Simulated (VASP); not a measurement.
# CuO (C2/c) in VASP: a series of runs

The runs below take CuO through single point, with PBE.

All numbers are computed with VASP 6.6.1; they aren't measurements. Logs are shortened: lines on timing, memory, paths and dates and some standing lists are left out, and cuts for length are marked.

### Step 1. The cell of the first run

It takes space group C2/c (No. 15, monoclinic). The conventional cell has a = 4.684 Å, b = 3.423 Å, c = 5.129 Å, α = 90.00°, β = 99.54°, γ = 90.00°. Cu (site symmetry -1) has 4 O at 1.95 to 1.96 Å within 2.6 Å. O (site symmetry 2) has 6 Cu at 1.95 to 2.78 Å and 6 O at 2.62 to 2.90 Å within 3.0 Å.

### Step 2. Single point, PBE

File INCAR:

```
ALGO     = Normal         # electronic algorithm
EDIFF    = 1E-6           # SCF threshold, eV
ENCUT    = 520            # plane-wave cutoff, eV
GGA      = PE             # functional
ISIF     = 2              # what is computed and relaxed
ISMEAR   = 0              # smearing method
LASPH    = True           # aspherical terms in the spheres
LCHARG   = False          # write CHGCAR
LREAL    = False          # projectors in reciprocal space
LWAVE    = False          # write WAVECAR
NBANDS   = 25             # bands
NELM     = 100            # most SCF steps
PREC     = Accurate       # precision mode
SIGMA    = 0.013000000000000001 # smearing width, eV
```

File KPOINTS:

```
k-points
0
Gamma
  10 10 5
```

File POSCAR:

```
CuO
1.0
    2.3418500000     -1.7113000000      0.0000000000
    2.3418500000      1.7113000000      0.0000000000
   -0.8500274268      0.0000000000      5.0578693947
Cu O
2 2
Direct
    0.5000000000      0.0000000000      0.5000000000
    0.0000000000      0.5000000000      0.0000000000
    0.4184000000      0.5816000000      0.7500000000
    0.5816000000      0.4184000000      0.2500000000
```

Potentials or basis: VASP PAW PBE potentials, release 64 (Cu, O).

Launch:

```
$ cat potpaw_PBE.64/Cu/POTCAR potpaw_PBE.64/O/POTCAR > POTCAR
$ mpirun -np 1 vasp_std > vasp.out
```

OUTCAR:

```text
EDIFF = 1E-6
   ENCUT = 520
   GGA = PE
   ISIF = 2
   ISMEAR = 0
   LASPH = True
   LREAL = False
   NELM = 100
   PREC = Accurate

 ion  position               nearest neighbor table
   1  0.500  0.000  0.500-   3 1.95   4 1.95   4 1.96   3 1.96
   2  0.000  0.500  0.000-   4 1.95   3 1.95   4 1.96   3 1.96
   3  0.418  0.582  0.750-   2 1.95   1 1.95   2 1.96   1 1.96
   4  0.582  0.418  0.250-   1 1.95   2 1.95   2 1.96   1 1.96

  LATTYP: Found a base centered monoclinic cell.
 ALAT       =     4.6837000000
 B/A-ratio  =     0.7307470589
 C/A-ratio  =     1.0950317057
 COS(beta)  =    -0.1657361228

  Lattice vectors:

 A1 = (   2.3418500000,  -1.7113000000,   0.0000000000)
 A2 = (   2.3418500000,   1.7113000000,   0.0000000000)
 A3 = (  -0.8500274268,   0.0000000000,   5.0578693947)

Analysis of symmetry for initial positions (statically):
=====================================================================
 Subroutine PRICEL returns:
 Original cell was already a primitive cell.

 Routine SETGRP: Setting up the symmetry group for a
 base centered monoclinic supercell.

 Subroutine GETGRP returns: Found  4 space group operations
 (whereof  2 operations were pure point group operations)
 out of a pool of  4 trial point group operations.

The static configuration has the point symmetry S_2 .
 The point group associated with its full space group is C_2h.

Analysis of symmetry for dynamics (positions and initial velocities):
=====================================================================
 Subroutine PRICEL returns:
 Original cell was already a primitive cell.

 Routine SETGRP: Setting up the symmetry group for a
 base centered monoclinic supercell.

 Subroutine GETGRP returns: Found  4 space group operations
 (whereof  2 operations were pure point group operations)
 out of a pool of  4 trial point group operations.

The dynamic configuration has the point symmetry S_2 .
 The point group associated with its full space group is C_2h.

 Subroutine INISYM returns: Found  4 space group operations
 (whereof  2 operations are pure point group operations),
 and found     1 'primitive' translations

----------------------------------------------------------------------------------------

                                     Primitive cell

  volume of cell :      40.5399

  direct lattice vectors                    reciprocal lattice vectors
     2.341850000 -1.711300000  0.000000000     0.213506416 -0.292175539  0.035881968
     2.341850000  1.711300000  0.000000000     0.213506416  0.292175539  0.035881968
    -0.850027427  0.000000000  5.057869395     0.000000000  0.000000000  0.197711709

  length of vectors
     2.900484289  2.900484289  5.128800000     0.363646877  0.363646877  0.197711709

  position of ions in fractional coordinates (direct lattice)
     0.500000000  0.000000000  0.500000000
     0.000000000  0.500000000  0.000000000
     0.418400000  0.581600000  0.750000000
     0.581600000  0.418400000  0.250000000

  ion indices of the primitive-cell ions
   primitive index   ion index
                 1           1
                 2           2
                 3           3
                 4           4

----------------------------------------------------------------------------------------

 KPOINTS: k-points

Automatic generation of k-mesh.
 Grid dimensions read from file:
 generate k-points for:   10   10    5

 Generating k-lattice:

  Cartesian coordinates                     Fractional coordinates (reciprocal lattice)
     0.021350642 -0.029217554  0.003588197     0.100000000  0.000000000  0.000000000
     0.021350642  0.029217554  0.003588197     0.000000000  0.100000000  0.000000000
     0.000000000  0.000000000  0.039542342     0.000000000  0.000000000  0.200000000

  Length of vectors
     0.036364688  0.036364688  0.039542342

  Shift w.r.t. Gamma in fractional coordinates (k-lattice)
     0.000000000  0.000000000  0.000000000

 Subroutine IBZKPT returns following result:
 ===========================================

 Found    141 irreducible k-points:

 Following reciprocal coordinates:
            Coordinates               Weight
  0.000000  0.000000  0.000000      1.000000
  0.100000 -0.000000  0.000000      4.000000
  0.200000 -0.000000  0.000000      4.000000
  0.300000 -0.000000  0.000000      4.000000
  0.400000 -0.000000  0.000000      4.000000
  0.500000 -0.000000  0.000000      2.000000
[... 16 lines left out ...]
  0.300000  0.300000  0.000000      2.000000
  0.400000  0.300000  0.000000      4.000000
 [... further k-points ...]
   k-points           NKPTS =    141   k-points in BZ     NKDIM =    141   number of bands    NBANDS=     25
   number of dos      NEDOS =    301   number of ions     NIONS =      4
   total plane-waves  NPLWV =  23040
   dimension x,y,z NGX =    24 NGY =   24 NGZ =   40
   dimension x,y,z NGXF=    48 NGYF=   48 NGZF=   80
   ions per type =               2   2
   NGX,Y,Z   is equivalent  to a cutoff of  13.76, 13.76, 12.97 a.u.
   NGXF,Y,Z  is equivalent  to a cutoff of  27.51, 27.51, 25.93 a.u.
 SYSTEM =  unknown system
   PREC   = accura    normal or accurate (medium, high low for compatibility)
   ISTART =      0    job   : 0-new  1-cont  2-samecut
   ICHARG =      2    charge: 1-file 2-atom 10-const
   ISPIN  =      1    spin polarized calculation?
   LNONCOLLINEAR =      F non collinear calculations
   LSORBIT =      F    spin-orbit coupling
   LASPH  =      T    aspherical Exc in radial PAW
   ENCUT  =  520.0 eV  38.22 Ry    6.18 a.u.   5.39  5.39  9.54*2*pi/ulx,y,z
   NELM   =    100;   NELMIN=  2; NELMDL= -5     # of ELM steps
   EDIFF  = 0.1E-05   stopping-criterion for ELM
   LREAL  =      F    real-space projection
   EDIFFG = 0.1E-04   stopping-criterion for IOM
   NSW    =      0    number of steps for IOM
   IBRION =     -1    ionic relax: 0-MD 1-quasi-New 2-CG
   NFREE  =      0    steps in history (QN), initial steepest desc. (CG)
   ISIF   =      2    stress and relaxation
   ISYM   =      2    0-nonsym 1-usesym 2-fastsym
   POTIM  = 0.5000    time-step for ionic-motion
   TEBEG  =    0.0;   TEEND  =   0.0 temperature during run
   PSTRESS=    0.0 pullay stress
   NELECT =      34.0000    total number of electrons
   NUPDOWN=      -1.0000    fix difference up-down
   EMIN   =  10.00;   EMAX   =-10.00  energy-range for DOS
   EFERMI =   0.00;   METHOD = LEGACY
   ISMEAR =     0;   SIGMA  =   0.01  broadening in eV -4-tet -1-fermi 0-gaus
   EFERMI_NEDOS =   21; number of points for ismear=-14 and -15
   IALGO  =     38    algorithm
   IMIX   =      4    mixing-type and parameters
     AMIX     =   0.40;   BMIX     =  1.00
     AMIX_MAG =   1.60;   BMIX_MAG =  1.00
  volume/ion in A,a.u.               =      10.13        68.39
  Fermi-wavevector in a.u.,A,eV,Ry     =   1.543856  2.917465 32.429379  2.383492
  Thomas-Fermi vector in A             =   2.649460
   LORBIT       =      0    0 simple, 1 ext, 2 COOP (PROOUT), +10 PAW based schemes
   GGA     = PE    functional components
   LHFCALC =     F    Hartree Fock is set to
   AEXX    =    0.0000 exact exchange contribution
   IVDW    =     0    specifies the selected vdW correction
   LEPSILON=     F    determine dielectric tensor
   LRPA    =     F    only Hartree local field effects (RPA)
 non-spin polarized calculation
 Gauss-broadening in eV      SIGMA  =   0.01
  energy-cutoff  :      520.00
  volume of cell :       40.54
 maximum number of plane-waves:      1129
 NGX is ok and might be reduce to    24
   NGX = 11   NGY = 11   NGZ = 19

 number of electron      34.0000001 magnetization

 Free energy of the ion-electron system (eV)
  ---------------------------------------------------
  ext. energy  EPLUGINS =         0.00000000
  ---------------------------------------------------
  free energy    TOTEN  =       -19.52124717 eV

  energy without entropy =      -19.52104794  energy(sigma->0) =      -19.52114755

 E-fermi :   5.7128     XC(G=0): -11.9151

 val. band max:        5.7038548228   @ k =  -0.4000   0.2000   0.4000
 cond. band min:       5.7217226914   @ k =   0.5000   0.2000   0.4000
 fundamental gap:      0.0178678685
 Fermi energy:         5.7127622723

 k-point     1 :       0.0000    0.0000    0.0000
  band No.  band energies     occupation
      1     -14.2150      2.00000
      2     -12.8888      2.00000
      3      -2.4335      2.00000
      4       0.1579      2.00000
      5       0.5540      2.00000
      6       2.4020      2.00000
[... 17 lines left out ...]
     24      22.1229      0.00000
     25      22.4494      0.00000

 k-point     2 :       0.1000   -0.0000    0.0000
  band No.  band energies     occupation
      1     -14.1475      2.00000
      2     -12.8670      2.00000
      3      -2.3233      2.00000
      4       0.1417      2.00000
      5       0.5257      2.00000
      6       1.6347      2.00000
[... 17 lines left out ...]
     24      21.6464      0.00000
     25      22.6481      0.00000

 k-point     3 :       0.2000   -0.0000    0.0000
  band No.  band energies     occupation
      1     -13.9644      2.00000
      2     -12.8097      2.00000
      3      -2.0282      2.00000
      4       0.0806      2.00000
      5       0.3867      2.00000
      6       0.6270      2.00000
[... 17 lines left out ...]
     24      20.7858      0.00000
     25      22.1912      0.00000

 k-point     4 :       0.3000   -0.0000    0.0000
  band No.  band energies     occupation
      1     -13.7232      2.00000
      2     -12.7378      2.00000
      3      -1.6548      2.00000
      4      -0.5391      2.00000
      5       0.0057      2.00000
      6       0.5275      2.00000
[... 17 lines left out ...]
     24      19.6706      0.00000
     25      21.7859      0.00000
[... 477 lines left out ...]
 k-point    22 :      -0.2000    0.2000    0.0000
  band No.  band energies     occupation
      1     -13.6676      2.00000
      2     -12.7118      2.00000
      3      -1.5568      2.00000
      4      -0.0614      2.00000
      5      -0.0208      2.00000
      6       0.3044      2.00000
[... 17 lines left out ...]
     24      19.5762      0.00000
     25      19.6933      0.00000

 k-point    23 :       0.3000    0.3000    0.0000
  band No.  band energies     occupation
      1     -13.4229      2.00000
      2     -12.6879      2.00000
      3      -1.0894      2.00000
      4      -0.6103      2.00000
      5       0.3859      2.00000
      6       0.4192      2.00000
[... 17 lines left out ...]
     24      20.3033      0.00000
     25      20.6483      0.00000

 k-point    24 :       0.4000    0.3000    0.0000
  band No.  band energies     occupation
      1     -13.2355      2.00000
      2     -12.6406      2.00000
      3      -1.1018      2.00000
      4      -0.7987      2.00000
      5       0.1809      2.00000
      6       0.3737      2.00000
[... 17 lines left out ...]
     24      19.0982      0.00000
     25      20.1580      0.00000

 [... further k-points ...]

------------------------ aborting loop because EDIFF is reached ----------------------------------------

  FORCE on cell =-STRESS in cart. coord.  units (eV):
  Direction    XX          YY          ZZ          XY          YZ          ZX
  --------------------------------------------------------------------------------------
  -------------------------------------------------------------------------------------
  Total        1.6140579      1.8354127      1.4312946      0.0000000      0.0000000     -0.3453245
  in kB       63.7891550     72.5373144     56.5661722      0.0000000      0.0000000    -13.6475622
  external PRESSURE =      64.2975472 kB  Pullay stress =       0.0000000 kB

 VOLUME and BASIS-vectors are now :
 -----------------------------------------------------------------------------
  energy-cutoff  :      520.00
  volume of cell :       40.54
      direct lattice vectors                 reciprocal lattice vectors
     2.341850000 -1.711300000  0.000000000     0.213506416 -0.292175539  0.035881968
     2.341850000  1.711300000  0.000000000     0.213506416  0.292175539  0.035881968
    -0.850027427  0.000000000  5.057869395     0.000000000  0.000000000  0.197711709

 POSITION                                       TOTAL-FORCE (eV/Angst)
 -----------------------------------------------------------------------------------
      0.74591     -0.85565      2.52893        -0.000000      0.000000      0.000000
      1.17092      0.85565      0.00000        -0.000000      0.000000      0.000000
      1.70433      0.27928      3.79340         0.000000     -0.219190      0.000000
      2.12934     -0.27928      1.26447        -0.000000      0.219190      0.000000
 -----------------------------------------------------------------------------------
    total drift:                                0.000000      0.000000     -0.000000

  FREE ENERGIE OF THE ION-ELECTRON SYSTEM (eV)
  ---------------------------------------------------
  free  energy   TOTEN  =       -19.5212471661 eV

  energy  without entropy=      -19.5210479357  energy(sigma->0) =      -19.52114755
```

It took 81 s on 1 thread of AMD EPYC 9R45 (Zen 5), shared host; peak memory 0.22 GiB.

Results:

- Free energy: -19.5212 eV
- Pressure: 6.4 GPa
- Largest force: 0.219 eV/Å
- Band gap on the k mesh: zero (bands 17 and 18 overlap by 0.60 eV)

Forces in eV/Å, atoms in the order of the input:
```
Cu   0.000  0.000  0.000
Cu   0.000  0.000  0.000
O    0.000 -0.219  0.000
O    0.000  0.219  0.000
```

Stress tensor (GPa, compression positive):
```
 6.38  0.00 -1.36
 0.00  7.25  0.00
-1.36  0.00  5.66
```

Caveat: the cell stands under pressure; semilocal functionals often make such compounds metallic where correlation or magnetic order opens a gap, which also shifts bond lengths. With open d or f shells a metallic result of PBE can be an artefact of self-interaction; +U or a hybrid may open a gap.

(Continued in part 2 of 2.)
